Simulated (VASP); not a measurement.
Wanted: the native input for a VASP 6.6.1 run.

* Task: single point
* Functional: RPBE
* Potentials or basis: VASP PAW PBE potentials, release 64 (Os)
* Cutoff: 520 eV
* k mesh: 21 × 21 × 12
* Occupations: fermi-dirac, width 0.1 eV
* Spin: no spin polarisation
* Dipole correction: no
* Further INCAR settings: ALGO = Normal; EDIFF = 1e-06; NBANDS = 15

The structure of Os lies in POSCAR:

```
Os
1.0
    2.8373298370      0.0000000000      0.0000000000
   -1.4186649185      2.4571997178      0.0000000000
    0.0000000000      0.0000000000      4.4701941320
Os
2
Direct
    0.3333333333      0.6666666667      0.2500000000
    0.6666666667      0.3333333333      0.7500000000
```

These files were run (other wordings do the same):

INCAR

```
PREC = Accurate
ENCUT = 520
EDIFF = 1E-6
ISMEAR = -1
SIGMA = 0.1
LREAL = False
LASPH = True
NELM = 60
ALGO = Normal
ISIF = 2
LWAVE = False
LCHARG = True
GGA = RP
LELF = True
LVHAR = True
NBANDS = 15
```

KPOINTS

```
Automatic mesh
0
Gamma
  21 21 12
```

Potentials or basis: VASP PAW PBE potentials, release 64 (Os).

The run is started by

```console
$ cat potpaw_PBE.64/Os/POTCAR > POTCAR
$ mpirun -np 1 vasp_std > vasp.out
```

It gave:

```json
{
 "Pressure": "-25.0 GPa",
 "Band gap on the k mesh": "zero (bands 8 and 9 overlap by 3.25 eV)"
}
```

Caveat: the cell stands under tension; the PAW data sets were made with another functional, which shifts forces and pressure a little; spin-orbit coupling is left out, which moves the levels of the heavy elements.

Run time: 64 s on 1 thread of Intel(R) Xeon(R) 6975P-C (Granite Rapids) (shared host), peak memory 0.26 GiB.
